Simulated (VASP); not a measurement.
# CuSi16 (a cell with a defect) in VASP: a series of runs, part 2 of 2

VASP 6.6.1. The steps go on from the part before.

### Step 4. Single point, PBE

Contents of INCAR:

```
PREC = Accurate
ENCUT = 520
EDIFF = 1E-6
ISMEAR = -1
SIGMA = 0.05
LREAL = Auto
LASPH = True
NELM = 100
ALGO = Normal
ISIF = 2
LWAVE = False
LCHARG = False
GGA = PE
NELECT = 74.0
NBANDS = 52
```

Contents of KPOINTS:

```
regular mesh
0
Gamma
  2 2 2
```

Contents of POSCAR:

```
CuSi16
1.0
    0.0000000000      5.4300000000      5.4300000000
    5.4300000000      0.0000000000      5.4300000000
    5.4300000000      5.4300000000      0.0000000000
Si Cu
16 1
Direct
    0.0043027624     -0.0147344383      0.0051001842
    0.1269183241      0.1117017495      0.1279325046
   -0.0074519337      0.0074815838      0.5001854512
    0.1276260589      0.1117164825      0.6333221915
    0.0056461326      0.4861334254      0.0058680479
    0.1288388582      0.6116988950      0.1301451197
    0.0057095764      0.4862576427      0.5030042357
    0.1210907919      0.6194248619      0.6302075506
    0.4993186924      0.0080851750     -0.0072634438
    0.6324103131      0.1115736648      0.1286453039
    0.5000453959      0.0071056169      0.5009593923
    0.6122028545      0.1629402394      0.6130930939
    0.5017726519      0.4860304788      0.0065409761
    0.6297823204      0.6203543278      0.1198651934
    0.4894459484      0.5344041436      0.4883297422
    0.6300215470      0.6194651934      0.6311430939
    0.7376919890      0.7920901473      0.7353929098
```

Potentials or basis: VASP PAW PBE potentials, release 64 (Si, Cu).

Started as:

```
cat potpaw_PBE.64/Si/POTCAR potpaw_PBE.64/Cu/POTCAR > POTCAR
mpirun -np 1 vasp_std > vasp.out
```

OUTCAR:

```text
PREC = Accurate
   ENCUT = 520
   EDIFF = 1E-6
   ISMEAR = -1
   LREAL = Auto
   LASPH = True
   NELM = 100
   ISIF = 2
   GGA = PE
   NELECT = 74.0

 ion  position               nearest neighbor table
   1  0.004  0.985  0.005-   4 2.33   2 2.33  10 2.33   6 2.34
   2  0.127  0.112  0.128-   1 2.33   3 2.34   9 2.34   5 2.35
   3  0.993  0.007  0.500-   2 2.34   4 2.34  12 2.39   8 2.43  17 2.56
   4  0.128  0.112  0.633-   1 2.33  11 2.34   3 2.34   7 2.35
   5  0.006  0.486  0.006-   6 2.34   2 2.35   8 2.36  14 2.36  17 2.94
   6  0.129  0.612  0.130-   7 2.34  13 2.34   5 2.34   1 2.34
   7  0.006  0.486  0.503-   6 2.34   4 2.35  16 2.36   8 2.36  17 2.94
   8  0.121  0.619  0.630-  15 2.32   5 2.36   7 2.36  17 2.42   3 2.43
   9  0.499  0.008  0.993-   2 2.34  10 2.34  12 2.39  14 2.43  17 2.58
  10  0.632  0.112  0.129-   1 2.33  11 2.34   9 2.34  13 2.35
  11  0.500  0.007  0.501-  10 2.34   4 2.34  12 2.39  16 2.43  17 2.57
  12  0.612  0.163  0.613-  17 2.33  15 2.33   9 2.39  11 2.39   3 2.39
  13  0.502  0.486  0.007-   6 2.34  10 2.35  16 2.36  14 2.36  17 2.96
  14  0.630  0.620  0.120-  15 2.32  13 2.36   5 2.36  17 2.43   9 2.43
  15  0.489  0.534  0.488-   8 2.32  14 2.32  16 2.32  12 2.33
  16  0.630  0.619  0.631-  15 2.32  13 2.36   7 2.36  17 2.43  11 2.43
  17  0.738  0.792  0.735-  12 2.33   8 2.42  14 2.43  16 2.43   3 2.56  11 2.57   9 2.58   7 2.94
                             5 2.94  13 2.96

  LATTYP: Found a face centered cubic cell.
 ALAT       =    10.8600000000

  Lattice vectors:

 A1 = (   0.0000000000,   5.4300000000,   5.4300000000)
 A2 = (   5.4300000000,   0.0000000000,   5.4300000000)
 A3 = (   5.4300000000,   5.4300000000,   0.0000000000)

Analysis of symmetry for initial positions (statically):
=====================================================================
 Subroutine PRICEL returns:
 Original cell was already a primitive cell.

 Routine SETGRP: Setting up the symmetry group for a
 face centered cubic supercell.

[... 154 lines left out ...]
  Thomas-Fermi vector in A             =   2.137265
   LORBIT       =      0    0 simple, 1 ext, 2 COOP (PROOUT), +10 PAW based schemes
   GGA     = PE    functional components
   LHFCALC =     F    Hartree Fock is set to
   AEXX    =    0.0000 exact exchange contribution
   IVDW    =     0    specifies the selected vdW correction
   LEPSILON=     F    determine dielectric tensor
   LRPA    =     F    only Hartree local field effects (RPA)
 non-spin polarized calculation
  energy-cutoff  :      520.00
  volume of cell :      320.21
 maximum number of plane-waves:      8646
 NGX is ok and might be reduce to    60
   NGX = 29   NGY = 29   NGZ = 29

 number of electron      74.0000002 magnetization

 Free energy of the ion-electron system (eV)
  ---------------------------------------------------
  ext. energy  EPLUGINS =         0.00000000
  ---------------------------------------------------
  free energy    TOTEN  =       -94.22136562 eV

  energy without entropy =      -94.21684106  energy(sigma->0) =      -94.21910334

 E-fermi :   6.3911     XC(G=0):  -9.6081

 val. band max:        6.2002408601   @ k =   0.0000   0.0000   0.0000
 cond. band min:       6.5512200951   @ k =   0.0000   0.0000   0.0000
 fundamental gap:      0.3509792350
 Fermi energy:         6.3910917705

 k-point     1 :       0.0000    0.0000    0.0000
  band No.  band energies     occupation
      1      -5.8946      2.00000
      2      -3.5466      2.00000
      3      -3.5055      2.00000
      4      -3.4744      2.00000
      5      -3.4715      2.00000
      6      -2.0434      2.00000
[... 405 lines left out ...]
     48      10.5034      0.00000
     49      10.5087      0.00000
 [bands above 49 left out]

------------------------ aborting loop because EDIFF is reached ----------------------------------------

  FORCE on cell =-STRESS in cart. coord.  units (eV):
  Direction    XX          YY          ZZ          XY          YZ          ZX
  --------------------------------------------------------------------------------------
  -------------------------------------------------------------------------------------
  Total       -1.7930294     -1.7702467     -1.7290868     -0.2223307     -0.2404734      0.1519062
  in kB       -8.9715713     -8.8575763     -8.6516291     -1.1124499     -1.2032285      0.7600754
  external PRESSURE =      -8.8269256 kB  Pullay stress =       0.0000000 kB

 VOLUME and BASIS-vectors are now :
 -----------------------------------------------------------------------------
  energy-cutoff  :      520.00
  volume of cell :      320.21
      direct lattice vectors                 reciprocal lattice vectors
     0.000000000  5.430000000  5.430000000    -0.092081031  0.092081031  0.092081031
     5.430000000  0.000000000  5.430000000     0.092081031 -0.092081031  0.092081031
     5.430000000  5.430000000  0.000000000     0.092081031  0.092081031 -0.092081031

 POSITION                                       TOTAL-FORCE (eV/Angst)
 -----------------------------------------------------------------------------------
      5.37769      0.05106      5.37336         0.003654      0.010898     -0.005767
      1.30121      1.38384      1.29571         0.000669      0.010357      0.014331
      2.75663      8.10554      5.43016         0.018540     -0.001008     -0.007445
      4.04556      4.13195      1.29963        -0.014293     -0.012398      0.002873
      2.67157      0.06252      2.67036         0.004098      0.012326     -0.007052
      4.02821      1.40628      4.02112         0.004896     -0.018372      0.010931
[... 9 lines left out ...]
      6.79080      6.84812      6.78471        -0.001479     -0.027606      0.002732
      8.29423      7.99885      8.30672        -0.007972      0.009015     -0.013850
 -----------------------------------------------------------------------------------
    total drift:                                0.002285      0.000670      0.000180

  FREE ENERGIE OF THE ION-ELECTRON SYSTEM (eV)
  ---------------------------------------------------
  free  energy   TOTEN  =       -94.2213656153 eV

  energy  without entropy=      -94.2168410596  energy(sigma->0) =      -94.21910334
```

stdout:

```text
POSCAR found type information on POSCAR SiCu
 POSCAR found :  2 types and      17 ions
 scaLAPACK will be used
 LDA part: xc-table for (Slater+PW92), standard interpolation
 POSCAR, INCAR and KPOINTS ok, starting setup
 FFT: planning ... GRIDC
 FFT: planning ... GRID_SOFT
 FFT: planning ... GRID
 WAVECAR not read
 entering main loop
 the old and the new charge density differ
 old charge density:    75.00000 new   74.00000
    0.233E+01
```

Wall time 11 min (1 thread of Intel Xeon 8259CL, shared host); peak memory 0.5 GiB.

What came out:

```yaml
Free_energy: -94.2214 eV
Largest_force: 0.028 eV/Å
```

Forces on the atoms (eV/Å):
```
Si   0.004  0.011 -0.006
Si   0.001  0.010  0.014
Si   0.019 -0.001 -0.007
Si  -0.014 -0.012  0.003
Si   0.004  0.012 -0.007
Si   0.005 -0.018  0.011
Si  -0.019  0.016 -0.008
Si  -0.003 -0.005  0.024
Si  -0.010  0.008  0.000
Si  -0.003 -0.019 -0.010
Si   0.019  0.008  0.010
Si  -0.001 -0.019  0.016
Si   0.004  0.014 -0.011
Si   0.015  0.000 -0.002
Si  -0.010  0.014 -0.015
Si  -0.001 -0.028  0.003
Cu  -0.008  0.009 -0.014
```

Caveat: the k points lie up to 0.50 Å⁻¹ apart; the cell carries a net charge on a neutralising background, which shifts energy and pressure; the cell is charged against a uniform background, so pressure and absolute levels hang on convention.
